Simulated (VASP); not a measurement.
# HfC (Fm-3m) in VASP: settings compared, part 2 of 2

VASP 6.6.1. Earlier steps stand in the parts before.

### 3 Single point, PBEsol

Input file INCAR:

```
  ALGO = Normal
  EDIFF = 1E-6
  ENCUT = 520
  GGA = PS
  ISIF = 2
  ISMEAR = -1
  LASPH = True
  LCHARG = True
  LELF = True
  LREAL = False
  LVHAR = True
  LWAVE = False
  NBANDS = 14
  NELM = 80
  PREC = Accurate
  SIGMA = 0.05
```

Input file KPOINTS:

```
k-points
0
Gamma
  10 10 10
```

Input file POSCAR:

```
HfC
1.0
    0.0000000000      2.3250000000      2.3250000000
    2.3250000000      0.0000000000      2.3250000000
    2.3250000000      2.3250000000      0.0000000000
Hf C
1 1
Direct
    0.5000000000      0.5000000000      0.5000000000
    0.0000000000      0.0000000000      0.0000000000
```

Potentials or basis: VASP PAW PBE potentials, release 64 (Hf_pv, C).

Run with:

```
$ cat potpaw_PBE.64/Hf_pv/POTCAR potpaw_PBE.64/C/POTCAR > POTCAR
$ mpirun -np 1 vasp_std > vasp.out
```

Run time: 27 s. Hardware: 1 thread of AMD EPYC 7R43 (Zen 3), shared host; peak memory 0.11 GiB.

The run converged. Its results:

| Property | Result |
| --- | --- |
| Free energy | -22.1783 eV |
| Pressure | -7.0 GPa |
| Band gap on the k mesh | zero (band 7 reaches 6.83 eV, above the bottom of band 8 at 5.41 eV) |

Levels at points of the mesh, in eV from the Fermi level:
| k point | band 3 | band 4 | band 5 | band 6 | band 7 | band 8 | band 9 | band 10 | band 11 | band 12 |
| --- | --- | --- | --- | --- | --- | --- | --- | --- | --- | --- |
| (0.00, 0.00, 0.00) | -29.53 | -12.31 | 1.00 | 1.00 | 1.00 | 1.32 | 1.32 | 1.32 | 3.34 | 3.34 |
| (0.50, 0.00, 0.00) | -29.60 | -8.51 | -6.20 | -3.01 | -3.01 | 5.27 | 5.27 | 5.74 | 6.49 | 11.39 |
| (0.50, 0.50, 0.00) | -29.76 | -10.38 | -2.61 | -1.85 | -0.10 | -0.10 | 5.27 | 6.69 | 6.69 | 8.32 |

Caveat: the PAW data sets were made with another functional, which shifts forces and pressure a little; spin-orbit coupling is left out, which moves the levels of the heavy elements.

### 4 Single point, LDA

Input file INCAR:

```
SYSTEM = HfC
ALGO     = Normal         ! electronic algorithm
EDIFF    = 1E-6           ! SCF threshold, eV
ENCUT    = 520            ! plane-wave cutoff, eV
ISIF     = 2              ! what is computed and relaxed
ISMEAR   = -1             ! smearing method
LASPH    = .True.         ! aspherical terms in the spheres
LCHARG   = .False.        ! write CHGCAR
LREAL    = .False.        ! projectors in reciprocal space
LWAVE    = .False.        ! write WAVECAR
NBANDS   = 14             ! bands
NELM     = 100            ! most SCF steps
PREC     = Accurate       ! precision mode
SIGMA    = 0.05           ! smearing width, eV
```

Input file KPOINTS:

```
k-points
0
Gamma
  10 10 10
  0 0 0
```

POSCAR is that of step 3.

Potentials or basis: VASP PAW LDA potentials, release 64 (Hf_pv, C).

Run with:

```
$ cat potpaw_LDA.64/Hf_pv/POTCAR potpaw_LDA.64/C/POTCAR > POTCAR
$ mpirun -np 1 vasp_std > vasp.out
```

Wall time 21 s (1 thread of AMD EPYC 7R43 (Zen 3), shared host); peak memory 0.1 GiB.

The run converged. Its results:

```yaml
Free_energy: -22.8493 eV
Pressure: -11.6 GPa
Band_gap_on_the_k_mesh: zero (band 7 reaches 6.87 eV, above the bottom of band 8 at 5.46 eV)
```

Levels at points of the mesh, in eV from the Fermi level:
```tsv
k point	band 3	band 4	band 5	band 6	band 7	band 8	band 9	band 10	band 11	band 12
(0.00, 0.00, 0.00)	-29.43	-12.17	1.00	1.00	1.00	1.28	1.28	1.28	3.30	3.30
(0.50, 0.00, 0.00)	-29.50	-8.34	-6.15	-3.01	-3.01	5.18	5.18	5.67	6.61	11.30
(0.50, 0.50, 0.00)	-29.66	-10.25	-2.52	-1.85	-0.07	-0.07	5.22	6.60	6.60	8.34
```

Caveat: spin-orbit coupling is left out, which moves the levels of the heavy elements.

### 5 Single point, PBE

Input file INCAR:

```
SYSTEM = HfC
PREC = Accurate
ENCUT = 520
EDIFF = 1E-6
ISMEAR = -1
SIGMA = 0.05
LREAL = .FALSE.
LASPH = .TRUE.
NELM = 80
ALGO = Normal
ISIF = 2
LWAVE = .FALSE.
LCHARG = .FALSE.
GGA = PE
NBANDS = 14
```

Input file KPOINTS:

```
regular mesh
0
G
  10 10 10
  0 0 0
```

POSCAR is that of step 4.

Potentials or basis: VASP PAW PBE potentials, release 64 (Hf_pv, C).

Run with:

```
$ cat potpaw_PBE.64/Hf_pv/POTCAR potpaw_PBE.64/C/POTCAR > POTCAR
$ mpirun -np 1 vasp_std > vasp.out
```

It took 24 s on 1 thread of AMD EPYC 7R43 (Zen 3), shared host; peak memory 0.11 GiB.

Results (log left out):

```
Free energy            : -21.0443 eV
Pressure               : -0.4 GPa
Band gap on the k mesh : zero (band 7 reaches 6.95 eV, above the bottom of band 8 at 5.55 eV)
```

Levels at points of the mesh, in eV from the Fermi level:
```tsv
k point	band 4	band 5	band 6	band 7	band 8	band 9	band 10	band 11
(0.00, 0.00, 0.00)	-12.34	0.97	0.97	0.97	1.36	1.36	1.36	3.36
(0.50, 0.00, 0.00)	-8.60	-6.17	-3.01	-3.01	5.29	5.29	5.75	6.52
(0.50, 0.50, 0.00)	-10.44	-2.62	-1.80	-0.13	-0.13	5.28	6.71	6.71
```

Caveat: spin-orbit coupling is left out, which moves the levels of the heavy elements.

### 6 Single point, r2SCAN

This run uses another cell than the first one, of 11.81 Å³/atom, 0.940 times its volume.

Input file POSCAR:

```
HfC
1.0
    0.0000000000      2.2775377028      2.2775377028
    2.2775377028      0.0000000000      2.2775377028
    2.2775377028      2.2775377028      0.0000000000
Hf C
1 1
Direct
    0.5000000000      0.5000000000      0.5000000000
    0.0000000000      0.0000000000      0.0000000000
```

Input file INCAR.step1:

```
  PREC = Accurate
  ENCUT = 520
  ISMEAR = -1
  SIGMA = 0.05
  LREAL = F
  LASPH = T
  NELM = 100
  NBANDS = 14
  GGA = PE
  ALGO = Normal
  EDIFF = 1E-4
  LWAVE = T
  LCHARG = F
```

Input file INCAR.step2:

```
  PREC = Accurate
  ENCUT = 520
  EDIFF = 1E-6
  ISMEAR = -1
  SIGMA = 0.05
  LREAL = F
  LASPH = T
  NELM = 100
  ALGO = Normal
  ISIF = 2
  LWAVE = F
  LCHARG = F
  METAGGA = R2SCAN
  LMIXTAU = T
  NBANDS = 14
  ISTART = 1
```

Input file KPOINTS:

```
regular mesh
0
Gamma
  10 10 10
```

Potentials or basis: VASP PAW PBE potentials, release 64 (Hf_pv, C).

Run with:

```
$ cat potpaw_PBE.64/Hf_pv/POTCAR potpaw_PBE.64/C/POTCAR > POTCAR
$ cp INCAR.step1 INCAR
$ mpirun -np 1 vasp_std > vasp.out
$ cp INCAR.step2 INCAR
$ mpirun -np 1 vasp_std > vasp.out
```

OUTCAR:

```text
PREC = Accurate
   ENCUT = 520
   EDIFF = 1E-6
   ISMEAR = -1
   LREAL = F
   LASPH = T
   NELM = 100
   ISIF = 2
   METAGGA = R2SCAN
   ISTART = 1

 ion  position               nearest neighbor table
   1  0.500  0.500  0.500-   2 2.28   2 2.28   2 2.28   2 2.28   2 2.28   2 2.28
   2  0.000  0.000  0.000-   1 2.28   1 2.28   1 2.28   1 2.28   1 2.28   1 2.28

  LATTYP: Found a face centered cubic cell.
 ALAT       =     4.5550754056

  Lattice vectors:

 A1 = (   0.0000000000,   2.2775377028,   2.2775377028)
 A2 = (   2.2775377028,   0.0000000000,   2.2775377028)
[... 585 lines left out ...]
     11      13.7210      0.00000
     12      15.9473      0.00000
     13      19.5105      0.00000
     14      19.6205      0.00000

 [... further k-points ...]
[... 5 lines left out ...]
  --------------------------------------------------------------------------------------
  -------------------------------------------------------------------------------------
  Total        2.1411142      2.1411142      2.1411142      0.0000000      0.0000000     -0.0000000
  in kB      145.1856531    145.1856531    145.1856531      0.0000000      0.0000000     -0.0000000
  external PRESSURE =     145.1856531 kB  Pullay stress =       0.0000000 kB

 VOLUME and BASIS-vectors are now :
 -----------------------------------------------------------------------------
  energy-cutoff  :      520.00
  volume of cell :       23.63
      direct lattice vectors                 reciprocal lattice vectors
     0.000000000  2.277537703  2.277537703    -0.219535334  0.219535334  0.219535334
     2.277537703  0.000000000  2.277537703     0.219535334 -0.219535334  0.219535334
     2.277537703  2.277537703  0.000000000     0.219535334  0.219535334 -0.219535334

 POSITION                                       TOTAL-FORCE (eV/Angst)
 -----------------------------------------------------------------------------------
      2.27754      2.27754      2.27754        -0.000000      0.000000     -0.000000
      0.00000      0.00000      0.00000         0.000000     -0.000000      0.000000
 -----------------------------------------------------------------------------------
    total drift:                                0.000000     -0.000000      0.000000

  FREE ENERGIE OF THE ION-ELECTRON SYSTEM (eV)
  ---------------------------------------------------
  free  energy   TOTEN  =       -57.2858710735 eV

  energy  without entropy=      -57.2839040721  energy(sigma->0) =      -57.28488757
```

It took 30 s on 1 thread of Intel Xeon Platinum 8488C (Sapphire Rapids), shared host; peak memory 0.15 GiB.

What came out:

```
Free energy            : -57.2859 eV
Pressure               : 14.5 GPa
Band gap on the k mesh : zero (band 7 reaches 7.42 eV, above the bottom of band 8 at 5.93 eV)
```

Levels at points of the mesh, in eV from the Fermi level:
| k point | band 3 | band 4 | band 5 | band 6 | band 7 | band 8 | band 9 | band 10 | band 11 | band 12 |
| --- | --- | --- | --- | --- | --- | --- | --- | --- | --- | --- |
| (0.00, 0.00, 0.00) | -30.48 | -13.39 | 1.00 | 1.00 | 1.00 | 1.61 | 1.61 | 1.61 | 3.70 | 3.70 |
| (0.50, 0.00, 0.00) | -30.56 | -9.27 | -6.65 | -3.41 | -3.41 | 5.99 | 5.99 | 6.58 | 7.27 | 12.73 |
| (0.50, 0.50, 0.00) | -30.77 | -11.50 | -2.77 | -1.89 | -0.14 | -0.14 | 5.80 | 7.55 | 7.55 | 9.92 |

Caveat: the PAW data sets were made with another functional, which shifts forces and pressure a little; spin-orbit coupling is left out, which moves the levels of the heavy elements.

### 7 The runs side by side

| task | level | potentials or basis | cell | cutoff (eV) | gap on the mesh (eV) | pressure (GPa) |
| --- | --- | --- | --- | --- | --- | --- |
| relaxation of cell and atoms | PBE | VASP PAW PBE potentials, release 64 (Hf_pv, C) | relaxed to 5 GPa from a = 3.288 Å, angles 60.0°, 2 atoms | 600 | none | 4.9 |
| single point | PBEsol | VASP PAW PBE potentials, release 64 (Hf_pv, C) | a = 3.288 Å, angles 60.0°, 2 atoms | 520 | none | -7.0 |
| single point | LDA | VASP PAW LDA potentials, release 64 (Hf_pv, C) | a = 3.288 Å, angles 60.0°, 2 atoms | 520 | none | -11.6 |
| single point | PBE | VASP PAW PBE potentials, release 64 (Hf_pv, C) | a = 3.288 Å, angles 60.0°, 2 atoms | 520 | none | -0.4 |
| single point | r2SCAN | VASP PAW PBE potentials, release 64 (Hf_pv, C) | a = 3.221 Å, angles 60.0°, 2 atoms | 520 | none | 14.5 |

Alike in all rows: no spin polarisation; k mesh 10 × 10 × 10; smearing fermi-dirac 0.05 eV.

Caveats: spin-orbit coupling is left out, which moves the levels of the heavy elements; the PAW data sets were made with another functional, which shifts forces and pressure a little (some runs); the cell is relaxed towards a set pressure, so the enthalpy falls and the energy may rise (some runs).

Total energies depend on the potentials used, so only differences within one code and one set of settings carry meaning.
